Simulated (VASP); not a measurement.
Write the native input for VASP 6.6.1 that does the following.

```
Task                   : single point
Functional             : PBE
Potentials or basis    : VASP PAW PBE potentials, release 64 (Li_sv)
Cutoff                 : 520 eV
k mesh                 : 9 × 9 × 12
Occupations            : fermi-dirac, width 0.08 eV
Spin                   : no spin polarisation
Dipole correction      : no
Further INCAR settings : ALGO = Normal; EDIFF = 1e-06; NBANDS = 12
```

The structure of Li lies in POSCAR:

```
Li
1.0
    0.0000000000      3.4308042664     -3.4308042664
   -3.4308042664      0.0000000000      3.4308042664
    1.7154021332      1.7154021332      1.7154021332
Li
3
Direct
    0.0000000000      0.0000000000      0.0000000000
    0.3333333330      0.6666666670      0.3333333330
    0.6666666670      0.3333333330      0.6666666670
```

One way to write it, as run:

INCAR

```
  ALGO = Normal
  EDIFF = 1E-6
  ENCUT = 520
  GGA = PE
  ISIF = 2
  ISMEAR = -1
  LASPH = T
  LCHARG = F
  LREAL = F
  LWAVE = F
  NBANDS = 12
  NELM = 80
  PREC = Accurate
  SIGMA = 0.08
```

KPOINTS

```
k-points
0
Gamma
  9 9 12
```

Potentials or basis: VASP PAW PBE potentials, release 64 (Li_sv).

Launch:

```sh
$ cat potpaw_PBE.64/Li_sv/POTCAR > POTCAR
$ mpirun -np 1 vasp_std > vasp.out
```

It gave:

```
Band gap on the k mesh : zero (an odd number of electrons rules out a gap without spin polarisation)
```

Wall time 85 s on 1 thread of Intel Xeon 8259CL, with other jobs on the host, peak memory 0.21 GiB.
